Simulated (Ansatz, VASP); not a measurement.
# One calculation of Os, two programs

POSCAR

```
Os
1.0
    2.7522071502      0.0000000000      0.0000000000
   -1.3761035751      2.3834813086      0.0000000000
    0.0000000000      0.0000000000      4.3483081185
Os
2
Direct
    0.6666666667      0.3333333333      0.7500000000
    0.3333333333      0.6666666667      0.2500000000
```

INCAR.step1

```
PREC = Accurate
ENCUT = 520
EDIFF = 1E-5
ISMEAR = -1
SIGMA = 0.05
LREAL = F
LASPH = T
NELM = 100
ALGO = Normal
ISIF = 2
LWAVE = T
LCHARG = F
GGA = PE
NBANDS = 15
```

Contents of INCAR.step2:

```
PREC = Accurate
ENCUT = 520
EDIFF = 1E-7
ISMEAR = -1
SIGMA = 0.05
LREAL = F
LASPH = T
NELM = 100
ALGO = Normal
ISIF = 2
LWAVE = F
LCHARG = F
GGA = PE
LHFCALC = T
HFSCREEN = 0.2079
PRECFOCK = Normal
ISTART = 1
NBANDS = 15
```

KPOINTS

```
Automatic mesh
0
Gamma
  6 6 3
```

The input input.yaml:

```yaml
crystal:
  lattice:
    - [2.7522071502, 0.0, 0.0]
    - [-1.3761035751, 2.3834813086, 0.0]
    - [0.0, 0.0, 4.3483081185]
  atoms:
    - { symbol: Os, position: [0.6666666667, 0.3333333333, 0.75] }
    - { symbol: Os, position: [0.3333333333, 0.6666666667, 0.25] }
hamiltonian:
  xc: hse06
  pseudopotentials: { kind: paw }
kpoints:
  mp_grid: { grid: [6, 6, 3] }
scf:
  occupations: { method: fermi_dirac, width: 0.05 }
output:
  forces: true
  stress: true
  eigenvalues: true
```

Alike in both runs: task single point; functional HSE06; k mesh 6 × 6 × 3; occupations fermi-dirac, width 0.05 eV; no spin polarisation.

|  | VASP | Ansatz |
| --- | --- | --- |
| version | VASP 6.6.1 | Ansatz 0.2.0 |
| potentials or method | VASP PAW PBE potentials, release 64 (Os) | Ansatz PAW |
| plane-wave cutoff (eV) | 520 | 420 |
| valence electrons in the cell | 16 | 32 |

VASP gave:

```
gap on the k mesh at the Fermi level (eV)                     : none
pressure (GPa)                                                : -11.8
traceless stress, the component that is largest in VASP (GPa) : -3.27
```

Problem. Which values does Ansatz return?

Solution. gap on the k mesh at the Fermi level (eV): none; pressure (GPa): -12.9; traceless stress, the component that is largest in VASP (GPa): -3.57.

A gap of «none» marks a metal or a gap that the smearing closes. The functional is the same, so the differences come from potentials, cutoffs and numerics. VASP's potentials hold 16 valence electrons a cell and Ansatz's 32, so a difference there can come from the potentials and not from the codes.

The k mesh is coarse, so the values compare programs but aren't converged. Neither program's run includes spin-orbit coupling.
